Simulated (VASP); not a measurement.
# LiNbO3 (R-3c) in VASP: a series of runs

LiNbO3 is run at these levels: PBE; tasks: single point.

Everything below comes from runs of VASP 6.6.1. Logs are shortened: lines on timing, memory, paths and dates and some standing lists are left out, and cuts for length are marked.

## Step 1: The cell of the first run

It takes space group R-3c (No. 167, trigonal). Conventional cell: a = 5.222 Å, b = 5.222 Å, c = 13.793 Å, α = 90.00°, β = 90.00°, γ = 120.00°. Li (site symmetry 32) has 3 O at 1.99 Å within 2.6 Å. Within 2.6 Å of Nb (site symmetry -3) lie 6 O at 2.00 Å. Within 2.6 Å of O (site symmetry 2) lie 1 Li at 1.99 Å and 2 Nb at 2.00 Å.

## Step 2: Single point, PBE

The input, INCAR:

```
  PREC = Accurate
  ENCUT = 520
  EDIFF = 1E-6
  ISMEAR = 0
  SIGMA = 0.02
  LREAL = F
  LASPH = T
  NELM = 100
  ALGO = Normal
  ISIF = 2
  LWAVE = F
  LCHARG = T
  GGA = PE
  LELF = T
  LVHAR = T
  NBANDS = 45
```

The input, KPOINTS:

```
Automatic mesh
0
Gamma
  6 6 6
```

The input, POSCAR:

```
LiNbO3
1.0
    2.6111696024      1.5075594729      4.5977849580
   -2.6111696024      1.5075594729      4.5977849580
    0.0000000000     -3.0151189457      4.5977849580
Li Nb O
2 2 6
Direct
    0.2500000000      0.2500000000      0.2500000000
    0.7500000000      0.7500000000      0.7500000000
    0.0000000000      0.0000000000      0.0000000000
    0.5000000000      0.5000000000      0.5000000000
    0.1303003399      0.3696996601      0.7500000000
    0.7500000000      0.1303003399      0.3696996601
    0.3696996601      0.7500000000      0.1303003399
    0.2500000000      0.8696996601      0.6303003399
    0.8696996601      0.6303003399      0.2500000000
    0.6303003399      0.2500000000      0.8696996601
```

Potentials or basis: VASP PAW PBE potentials, release 64 (Li_sv, Nb_sv, O).

On the command line:

```sh
$ cat potpaw_PBE.64/Li_sv/POTCAR potpaw_PBE.64/Nb_sv/POTCAR potpaw_PBE.64/O/POTCAR > POTCAR
$ mpirun -np 1 vasp_std > vasp.out
```

OUTCAR:

```text
PREC = Accurate
   ENCUT = 520
   EDIFF = 1E-6
   ISMEAR = 0
   LREAL = F
   LASPH = T
   NELM = 100
   ISIF = 2
   GGA = PE

 ion  position               nearest neighbor table
   1  0.250  0.250  0.250-   9 1.99   8 1.99  10 1.99
   2  0.750  0.750  0.750-   5 1.99   6 1.99   7 1.99
   3  0.000  0.000  0.000-   7 2.00  10 2.00   8 2.00   6 2.00   9 2.00   5 2.00
   4  0.500  0.500  0.500-   6 2.00   8 2.00   7 2.00  10 2.00   9 2.00   5 2.00
   5  0.130  0.370  0.750-   2 1.99   3 2.00   4 2.00
   6  0.750  0.130  0.370-   2 1.99   4 2.00   3 2.00
   7  0.370  0.750  0.130-   2 1.99   3 2.00   4 2.00
   8  0.250  0.870  0.630-   1 1.99   4 2.00   3 2.00
   9  0.870  0.630  0.250-   1 1.99   3 2.00   4 2.00
  10  0.630  0.250  0.870-   1 1.99   3 2.00   4 2.00

  LATTYP: Found a trigonal (rhomboedric) cell.
 ALAT       =     5.4982332414
 COS(alpha) =     0.5489197214

  Lattice vectors:

 A1 = (   2.6111696024,   1.5075594729,   4.5977849580)
 A2 = (  -2.6111696024,   1.5075594729,   4.5977849580)
 A3 = (   0.0000000000,  -3.0151189457,   4.5977849580)

Analysis of symmetry for initial positions (statically):
=====================================================================
 Subroutine PRICEL returns:
 Original cell was already a primitive cell.

 Routine SETGRP: Setting up the symmetry group for a
 trigonal (rhombohedral) supercell.

 Subroutine GETGRP returns: Found 12 space group operations
 (whereof  6 operations were pure point group operations)
 out of a pool of 12 trial point group operations.

The static configuration has the point symmetry S_6 .
 The point group associated with its full space group is D_3d.

Analysis of symmetry for dynamics (positions and initial velocities):
=====================================================================
 Subroutine PRICEL returns:
 Original cell was already a primitive cell.

 Routine SETGRP: Setting up the symmetry group for a
 trigonal (rhombohedral) supercell.

 Subroutine GETGRP returns: Found 12 space group operations
 (whereof  6 operations were pure point group operations)
 out of a pool of 12 trial point group operations.

The dynamic configuration has the point symmetry S_6 .
 The point group associated with its full space group is D_3d.

 Subroutine INISYM returns: Found 12 space group operations
 (whereof  6 operations are pure point group operations),
 and found     1 'primitive' translations

----------------------------------------------------------------------------------------

                                     Primitive cell

  volume of cell :     108.5949

  direct lattice vectors                    reciprocal lattice vectors
     2.611169602  1.507559473  4.597784958     0.191485072  0.110553958  0.072498678
    -2.611169602  1.507559473  4.597784958    -0.191485072  0.110553958  0.072498678
     0.000000000 -3.015118946  4.597784958     0.000000000 -0.221107916  0.072498678

  length of vectors
     5.498233241  5.498233241  5.498233241     0.232690285  0.232690285  0.232690285

  position of ions in fractional coordinates (direct lattice)
     0.250000000  0.250000000  0.250000000
     0.750000000  0.750000000  0.750000000
     0.000000000  0.000000000  0.000000000
     0.500000000  0.500000000  0.500000000
     0.130300340  0.369699660  0.750000000
     0.750000000  0.130300340  0.369699660
     0.369699660  0.750000000  0.130300340
     0.250000000  0.869699660  0.630300340
     0.869699660  0.630300340  0.250000000
     0.630300340  0.250000000  0.869699660

  ion indices of the primitive-cell ions
   primitive index   ion index
                 1           1
                 2           2
                 3           3
                 4           4
                 5           5
                 6           6
                 7           7
                 8           8
                 9           9
                10          10

----------------------------------------------------------------------------------------

 KPOINTS: Automatic mesh

Automatic generation of k-mesh.
 Grid dimensions read from file:
 generate k-points for:    6    6    6

 Generating k-lattice:

  Cartesian coordinates                     Fractional coordinates (reciprocal lattice)
     0.031914179  0.018425660  0.012083113     0.166666667  0.000000000  0.000000000
    -0.031914179  0.018425660  0.012083113     0.000000000  0.166666667  0.000000000
     0.000000000 -0.036851319  0.012083113     0.000000000  0.000000000  0.166666667

  Length of vectors
     0.038781714  0.038781714  0.038781714

  Shift w.r.t. Gamma in fractional coordinates (k-lattice)
     0.000000000  0.000000000  0.000000000

 Subroutine IBZKPT returns following result:
 ===========================================

 Found     32 irreducible k-points:

 Following reciprocal coordinates:
            Coordinates               Weight
  0.000000  0.000000  0.000000      1.000000
  0.166667 -0.000000  0.000000      6.000000
  0.333333 -0.000000  0.000000      6.000000
  0.500000  0.000000  0.000000      3.000000
  0.166667  0.166667  0.000000      6.000000
  0.333333  0.166667  0.000000     12.000000
[... 16 lines left out ...]
  0.500000  0.500000  0.166667      6.000000
 -0.333333  0.500000  0.166667     12.000000
 [... further k-points ...]
   k-points           NKPTS =     32   k-points in BZ     NKDIM =     32   number of bands    NBANDS=     45
   number of dos      NEDOS =    301   number of ions     NIONS =     10
   total plane-waves  NPLWV =  74088
   dimension x,y,z NGX =    42 NGY =   42 NGZ =   42
   dimension x,y,z NGXF=    84 NGYF=   84 NGZF=   84
   ions per type =               2   2   6
   NGX,Y,Z   is equivalent  to a cutoff of  12.70, 12.70, 12.70 a.u.
   NGXF,Y,Z  is equivalent  to a cutoff of  25.40, 25.40, 25.40 a.u.
 SYSTEM =  unknown system
   PREC   = accura    normal or accurate (medium, high low for compatibility)
   ISTART =      0    job   : 0-new  1-cont  2-samecut
   ICHARG =      2    charge: 1-file 2-atom 10-const
   ISPIN  =      1    spin polarized calculation?
   LNONCOLLINEAR =      F non collinear calculations
   LSORBIT =      F    spin-orbit coupling
   LASPH  =      T    aspherical Exc in radial PAW
   ENCUT  =  520.0 eV  38.22 Ry    6.18 a.u.  10.22 10.22 10.22*2*pi/ulx,y,z
   NELM   =    100;   NELMIN=  2; NELMDL= -5     # of ELM steps
   EDIFF  = 0.1E-05   stopping-criterion for ELM
   LREAL  =      F    real-space projection
   EDIFFG = 0.1E-04   stopping-criterion for IOM
   NSW    =      0    number of steps for IOM
   IBRION =     -1    ionic relax: 0-MD 1-quasi-New 2-CG
   NFREE  =      0    steps in history (QN), initial steepest desc. (CG)
   ISIF   =      2    stress and relaxation
   ISYM   =      2    0-nonsym 1-usesym 2-fastsym
   POTIM  = 0.5000    time-step for ionic-motion
   TEBEG  =    0.0;   TEEND  =   0.0 temperature during run
   PSTRESS=    0.0 pullay stress
   NELECT =      68.0000    total number of electrons
   NUPDOWN=      -1.0000    fix difference up-down
   EMIN   =  10.00;   EMAX   =-10.00  energy-range for DOS
   EFERMI =   0.00;   METHOD = LEGACY
   ISMEAR =     0;   SIGMA  =   0.02  broadening in eV -4-tet -1-fermi 0-gaus
   EFERMI_NEDOS =   21; number of points for ismear=-14 and -15
   IALGO  =     38    algorithm
   IMIX   =      4    mixing-type and parameters
     AMIX     =   0.40;   BMIX     =  1.00
     AMIX_MAG =   1.60;   BMIX_MAG =  1.00
  volume/ion in A,a.u.               =      10.86        73.28
  Fermi-wavevector in a.u.,A,eV,Ry     =   1.400580  2.646713 26.689528  1.961625
  Thomas-Fermi vector in A             =   2.523527
   LORBIT       =      0    0 simple, 1 ext, 2 COOP (PROOUT), +10 PAW based schemes
   GGA     = PE    functional components
   LHFCALC =     F    Hartree Fock is set to
   AEXX    =    0.0000 exact exchange contribution
   IVDW    =     0    specifies the selected vdW correction
   LEPSILON=     F    determine dielectric tensor
   LRPA    =     F    only Hartree local field effects (RPA)
 non-spin polarized calculation
 Gauss-broadening in eV      SIGMA  =   0.02
  energy-cutoff  :      520.00
  volume of cell :      108.59
 maximum number of plane-waves:      2952
 NGX is ok and might be reduce to    42
   NGX = 21   NGY = 21   NGZ = 21

 number of electron      68.0000002 magnetization

 Free energy of the ion-electron system (eV)
  ---------------------------------------------------
  ext. energy  EPLUGINS =         0.00000000
  ---------------------------------------------------
  free energy    TOTEN  =       -79.74624015 eV

  energy without entropy =      -79.74624015  energy(sigma->0) =      -79.74624015

 E-fermi :   3.6460     XC(G=0): -10.6895

 val. band max:        3.5482725675   @ k =  -0.1667   0.1667   0.0000
 cond. band min:       6.0398607908   @ k =   0.5000   0.5000   0.0000
 fundamental gap:      2.4915882233
 Fermi energy:         3.6460124584

 k-point     1 :       0.0000    0.0000    0.0000
  band No.  band energies     occupation
      1     -50.9894      2.00000
      2     -50.9754      2.00000
      3     -39.3849      2.00000
      4     -39.3833      2.00000
      5     -27.1940      2.00000
      6     -27.1940      2.00000
[... 37 lines left out ...]
     44      14.5503      0.00000
     45      14.6913      0.00000

 k-point     2 :       0.1667   -0.0000    0.0000
  band No.  band energies     occupation
      1     -50.9885      2.00000
      2     -50.9763      2.00000
      3     -39.3849      2.00000
      4     -39.3834      2.00000
      5     -27.1844      2.00000
      6     -27.1838      2.00000
[... 1048 lines left out ...]
 k-point    24 :      -0.3333    0.5000    0.1667
  band No.  band energies     occupation
      1     -50.9836      2.00000
      2     -50.9812      2.00000
      3     -39.3843      2.00000
      4     -39.3840      2.00000
      5     -27.2041      2.00000
      6     -27.2002      2.00000
[... 37 lines left out ...]
     44      13.3005      0.00000
     45      13.6199      0.00000

 [... further k-points ...]

------------------------ aborting loop because EDIFF is reached ----------------------------------------

  FORCE on cell =-STRESS in cart. coord.  units (eV):
  Direction    XX          YY          ZZ          XY          YZ          ZX
  --------------------------------------------------------------------------------------
  -------------------------------------------------------------------------------------
  Total       -0.1849785     -0.1849785     -0.2301843      0.0000000     -0.0000000      0.0000000
  in kB       -2.7291191     -2.7291191     -3.3960719      0.0000000     -0.0000000      0.0000000
  external PRESSURE =      -2.9514367 kB  Pullay stress =       0.0000000 kB

 VOLUME and BASIS-vectors are now :
 -----------------------------------------------------------------------------
  energy-cutoff  :      520.00
  volume of cell :      108.59
      direct lattice vectors                 reciprocal lattice vectors
     2.611169602  1.507559473  4.597784958     0.191485072  0.110553958  0.072498678
    -2.611169602  1.507559473  4.597784958    -0.191485072  0.110553958  0.072498678
     0.000000000 -3.015118946  4.597784958     0.000000000 -0.221107916  0.072498678

 POSITION                                       TOTAL-FORCE (eV/Angst)
 -----------------------------------------------------------------------------------
      0.00000      0.00000      3.44834         0.000000     -0.000000      0.000000
      0.00000      0.00000     10.34502         0.000000     -0.000000      0.000000
      0.00000      0.00000      0.00000         0.000000     -0.000000      0.000000
      0.00000      0.00000      6.89668         0.000000     -0.000000      0.000000
     -0.62511     -1.50756      5.74723         0.019262      0.000000      0.000000
      1.61814      0.21242      5.74723        -0.009631      0.016682      0.000000
     -0.99303      1.29514      5.74723        -0.009631     -0.016682      0.000000
     -1.61814     -0.21242      8.04612         0.009631     -0.016682      0.000000
      0.62511      1.50756      8.04612        -0.019262      0.000000     -0.000000
      0.99303     -1.29514      8.04612         0.009631      0.016682      0.000000
 -----------------------------------------------------------------------------------
    total drift:                               -0.000000      0.000000     -0.000000

  FREE ENERGIE OF THE ION-ELECTRON SYSTEM (eV)
  ---------------------------------------------------
  free  energy   TOTEN  =       -79.7462401529 eV

  energy  without entropy=      -79.7462401529  energy(sigma->0) =      -79.74624015
```

Run time: 1.9 min. Hardware: 1 thread of Intel Xeon Platinum 8559C (Emerald Rapids), shared host; peak memory 0.32 GiB.

Results:

- Free energy: -79.7462 eV
- Largest force: 0.019 eV/Å
- Band gap on the k mesh: 2.49 eV, indirect (least direct gap 2.61 eV)

Forces on the atoms (eV/Å):
```
Li   0.000  0.000  0.000
Li   0.000  0.000  0.000
Nb   0.000  0.000  0.000
Nb   0.000  0.000  0.000
O    0.019  0.000  0.000
O   -0.010  0.017  0.000
O   -0.010 -0.017  0.000
O    0.010 -0.017  0.000
O   -0.019  0.000  0.000
O    0.010  0.017  0.000
```

Levels at points of the mesh, in eV from the valence-band top:
```
           k point  band 30  band 31  band 32  band 33  band 34  band 35  band 36  band 37  band 38  band 39
(0.00, 0.00, 0.00)    -0.25    -0.25    -0.20    -0.20    -0.07     2.54     2.54     2.71     4.61     4.61
(0.50, 0.00, 0.00)    -0.50    -0.28    -0.28    -0.23    -0.23     4.08     4.08     4.12     4.12     4.33
(0.50, 0.50, 0.00)    -1.07    -0.98    -0.42    -0.31    -0.26     2.49     3.57     3.92     4.30     4.96
(0.50, 0.50, 0.50)    -0.60    -0.30    -0.30    -0.30    -0.30     4.14     4.14     4.39     4.39     4.39
```

Caveat: the cutoff is under 1.25 times the usual one of these potentials, so pressure, stress and relaxed cells hold a basis-set (Pulay) error.

## Step 3: Single point, PBE

The input, INCAR:

```
SYSTEM = LiNbO3
ALGO = Normal
EDIFF = 1E-6
ENCUT = 520
GGA = PE
ISIF = 2
ISMEAR = 0
LASPH = .True.
LCHARG = .False.
LREAL = .False.
LWAVE = .False.
NBANDS = 45
NELM = 100
PREC = Accurate
SIGMA = 0.02
```

The input, KPOINTS:

```
k-points
0
Gamma
  6 6 6
  0 0 0
```

POSCAR is that of step 2.

Potentials or basis: VASP PAW PBE potentials, release 64 (Li_sv, Nb_sv, O).

On the command line:

```sh
$ cat potpaw_PBE.64/Li_sv/POTCAR potpaw_PBE.64/Nb_sv/POTCAR potpaw_PBE.64/O/POTCAR > POTCAR
$ mpirun -np 1 vasp_std > vasp.out
```

It took 1.8 min on 1 thread of Intel Xeon Platinum 8559C (Emerald Rapids), shared host; peak memory 0.32 GiB.

Results (log left out):

```
Free energy            : -79.7462 eV
Largest force          : 0.019 eV/Å
Band gap on the k mesh : 2.49 eV, indirect (least direct gap 2.61 eV)
```

Forces in eV/Å, atoms in the order of the input:
```
Li   0.000  0.000  0.000
Li   0.000  0.000  0.000
Nb   0.000  0.000  0.000
Nb   0.000  0.000  0.000
O    0.019  0.000  0.000
O   -0.010  0.017  0.000
O   -0.010 -0.017  0.000
O    0.010 -0.017  0.000
O   -0.019  0.000  0.000
O    0.010  0.017  0.000
```

Levels at points of the mesh, in eV from the valence-band top:
```tsv
k point	band 30	band 31	band 32	band 33	band 34	band 35	band 36	band 37	band 38	band 39
(0.00, 0.00, 0.00)	-0.25	-0.25	-0.20	-0.20	-0.07	2.54	2.54	2.71	4.61	4.61
(0.50, 0.00, 0.00)	-0.50	-0.28	-0.28	-0.23	-0.23	4.08	4.08	4.12	4.12	4.33
(0.50, 0.50, 0.00)	-1.07	-0.98	-0.42	-0.31	-0.26	2.49	3.57	3.92	4.30	4.96
(0.50, 0.50, 0.50)	-0.60	-0.30	-0.30	-0.30	-0.30	4.14	4.14	4.39	4.39	4.39
```

Caveat: the cutoff is under 1.25 times the usual one of these potentials, so pressure, stress and relaxed cells hold a basis-set (Pulay) error. A k mesh can miss the band edges.

## Step 4: Single point, PBE (volume scaled by 1.03, then relaxed in part)

The input, INCAR:

```
SYSTEM = LiNbO3
  PREC = Accurate
  ENCUT = 520
  EDIFF = 1E-6
  ISMEAR = 0
  SIGMA = 0.02
  LREAL = .FALSE.
  LASPH = .TRUE.
  NELM = 60
  ALGO = Normal
  ISIF = 2
  LWAVE = .FALSE.
  LCHARG = .FALSE.
  GGA = PE
  NBANDS = 45
```

The input, KPOINTS:

```
Automatic mesh
0
G
  6 6 6
  0 0 0
```

The input, POSCAR:

```
LiNbO3
1.0
    2.6385962806      1.5233942729      4.6377800775
   -2.6385962806      1.5233942729      4.6377800775
    0.0000000000     -3.0467885458      4.6377800775
Li Nb O
2 2 6
Direct
    0.2500000000      0.2500000000      0.2500000000
    0.7500000000      0.7500000000      0.7500000000
    0.0000000000      0.0000000000      0.0000000000
    0.5000000000      0.5000000000      0.5000000000
    0.1357323300      0.3642676700      0.7500000000
    0.7500000000      0.1357323300      0.3642676700
    0.3642676700      0.7500000000      0.1357323300
    0.2500000000      0.8642676700      0.6357323300
    0.8642676700      0.6357323300      0.2500000000
    0.6357323300      0.2500000000      0.8642676700
```

On the command line:

```sh
$ cat potpaw_PBE.64/Li_sv/POTCAR potpaw_PBE.64/Nb_sv/POTCAR potpaw_PBE.64/O/POTCAR > POTCAR
$ mpirun -np 1 vasp_std > vasp.out
```

It took 1.9 min on 1 thread of Intel Xeon Platinum 8559C (Emerald Rapids), shared host; peak memory 0.32 GiB.

Results (log left out):

```yaml
Free_energy: -79.7069 eV
Largest_force: 0.018 eV/Å
Band_gap_on_the_k_mesh: 2.40 eV, indirect (least direct gap 2.56 eV)
```

Forces on the atoms (eV/Å):
```
Li   0.000  0.000  0.000
Li   0.000  0.000  0.000
Nb   0.000  0.000  0.000
Nb   0.000  0.000  0.000
O    0.018  0.000  0.000
O   -0.009  0.016  0.000
O   -0.009 -0.016  0.000
O    0.009 -0.016  0.000
O   -0.018  0.000  0.000
O    0.009  0.016  0.000
```

Levels at points of the mesh, in eV from the valence-band top:
| k point | band 31 | band 32 | band 33 | band 34 | band 35 | band 36 | band 37 | band 38 |
| --- | --- | --- | --- | --- | --- | --- | --- | --- |
| (0.00, 0.00, 0.00) | -0.23 | -0.20 | -0.20 | -0.13 | 2.44 | 2.44 | 2.61 | 4.52 |
| (0.50, 0.00, 0.00) | -0.29 | -0.29 | -0.23 | -0.23 | 3.97 | 3.97 | 4.01 | 4.01 |
| (0.50, 0.50, 0.00) | -1.02 | -0.41 | -0.34 | -0.22 | 2.40 | 3.53 | 3.87 | 4.20 |
| (0.50, 0.50, 0.50) | -0.30 | -0.30 | -0.30 | -0.30 | 4.04 | 4.04 | 4.27 | 4.27 |

Caveat: the cutoff is under 1.25 times the usual one of these potentials, so pressure, stress and relaxed cells hold a basis-set (Pulay) error.
